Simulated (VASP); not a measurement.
**Ga: single point with r2SCAN**

Ga:

```
CELL_PARAMETERS angstrom
2.79682 0.00000 0.00000
0.00000 3.30334 0.00000
-1.35233 0.00000 4.01670
ATOMIC_POSITIONS crystal
Ga 0.13460 0.75000 0.77017
Ga 0.86540 0.25000 0.22983
```

```
Program                : VASP 6.6.1
Task                   : single point
Functional             : r2SCAN
Potentials or basis    : VASP PAW PBE potentials, release 64 (Ga_d)
Cutoff                 : 520 eV
k mesh                 : 10 × 8 × 7
Occupations            : fermi-dirac, width 0.05 eV
Spin                   : no spin polarisation
Dipole correction      : no
Further INCAR settings : ALGO = Normal; EDIFF = 1e-06; NBANDS = 20
```

```
Pressure               : -1.3 GPa
Largest force          : 0.045 eV/Å
Band gap on the k mesh : zero (band 13 reaches 9.86 eV, above the bottom of band 14 at 1.31 eV)
```

Forces in eV/Å, atoms in the order of the input:
```
Ga  -0.008  0.000 -0.044
Ga   0.008  0.000  0.044
```

Stress tensor (GPa, compression positive):
```
-0.64  0.00 -0.39
 0.00 -1.92  0.00
-0.39  0.00 -1.22
```

Levels at points of the mesh, in eV from the Fermi level:
```csv
k point,band 11,band 12,band 13,band 14,band 15,band 16
"(0.00, 0.00, 0.00)",-11.81,-2.22,-1.42,1.87,5.99,9.57
"(0.50, 0.00, 0.00)",-6.52,-5.45,-1.52,0.35,6.39,6.82
"(0.00, 0.50, 0.00)",-8.11,-8.11,1.75,1.75,2.91,2.91
"(0.50, 0.50, 0.00)",-3.04,-3.04,-1.77,-1.77,2.24,2.24
```

It took 2.3 min on 1 thread of Intel(R) Xeon(R) 6975P-C (Granite Rapids) (shared host), peak memory 0.23 GiB.

Caveat: the PAW data sets were made with another functional, which shifts forces and pressure a little.
